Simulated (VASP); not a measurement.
NbAlS4:

```
CELL_PARAMETERS angstrom
0.00000 3.88767 3.88767
3.88767 0.00000 3.88767
3.88767 3.88767 0.00000
ATOMIC_POSITIONS crystal
Al 0.75000 0.75000 0.75000
Nb 0.00000 0.00000 0.00000
S 0.37410 0.87770 0.37410
S 0.37410 0.37410 0.87770
S 0.37410 0.37410 0.37410
S 0.87770 0.37410 0.37410
```

Base run:

- Program: VASP 6.6.1
- Functional: PBE
- Potentials or basis: VASP PAW PBE potentials, release 64 (Al, Nb_sv, S)
- Cutoff: 520 eV
- k mesh: 4 × 4 × 4
- Occupations: gaussian, width 0.1 eV
- Spin: collinear spin, ferrimagnetic start
- Starting moments: [0.08, 2.11, -0.03, -0.03, -0.03, -0.03] μB

Its results: pressure -6.7 GPa; largest force 0.113 eV/Å.

Task: The run is repeated on the same cell with these changes: spin from collinear spin, ferrimagnetic start to no spin polarisation; further incar settings from ALGO = Normal; EDIFF = 1e-06; NBANDS = 33 to ALGO = Normal; EDIFF = 1e-07; NBANDS = 29. What comes out?

Result: Pressure -8.8 GPa; largest force 0.020 eV/Å.
